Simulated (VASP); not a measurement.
Wanted: the native input for a VASP 6.6.1 run.

```yaml
Task: single point
Functional: PBE
Potentials_or_basis: VASP PAW PBE potentials, release 64 (Sn_d, As, Se)
Cutoff: 520 eV
k_mesh: 4 × 4 × 2
Occupations: gaussian, width 0.2 eV
Spin: no spin polarisation
Dipole_correction: no
Further_INCAR_settings: ALGO = Normal; EDIFF = 1e-07; NBANDS = 42
```

The structure of Sn4AsSe lies in POSCAR:

```
Sn4AsSe
1.0
    4.2379015148      0.0000000000      0.0000000000
    0.0000000000      4.2379015148      0.0000000000
    0.0000000000      0.0000000000      9.0104830104
Sn As Se
4 1 1
Direct
    0.5000000000      0.5000000000      0.3447796788
    0.0000000000      0.0000000000      0.6612609081
    0.5000000000      0.5000000000      0.9902855826
    0.0000000000      0.0000000000      0.0036196629
    0.5000000000      0.5000000000      0.6560974442
    0.0000000000      0.0000000000      0.3439556935
```

The cell was generated, and may not be a known phase.

These files were run (other wordings do the same):

INCAR

```
PREC = Accurate
ENCUT = 520
EDIFF = 1E-7
ISMEAR = 0
SIGMA = 0.2
LREAL = False
LASPH = True
NELM = 100
ALGO = Normal
ISIF = 2
LWAVE = False
LCHARG = False
GGA = PE
NBANDS = 42
```

KPOINTS

```
Automatic mesh
0
Gamma
  4 4 2
```

Potentials or basis: VASP PAW PBE potentials, release 64 (Sn_d, As, Se).

Command:

```sh
$ cat potpaw_PBE.64/Sn_d/POTCAR potpaw_PBE.64/As/POTCAR potpaw_PBE.64/Se/POTCAR > POTCAR
$ mpirun -np 1 vasp_std > vasp.out
```

It gave:

```
Pressure               : 0.2 GPa
Largest force          : 0.041 eV/Å
Band gap on the k mesh : zero (an odd number of electrons rules out a gap without spin polarisation)
```

Caveat: the k points lie up to 0.37 Å⁻¹ apart, too coarse for converged energies and pressures of a metal; spin-orbit coupling is left out, which moves the levels of the heavy elements.

It took 2 min on 1 thread of Oxide Virtual Turin-like Processor, on a shared host, peak memory 0.25 GiB.
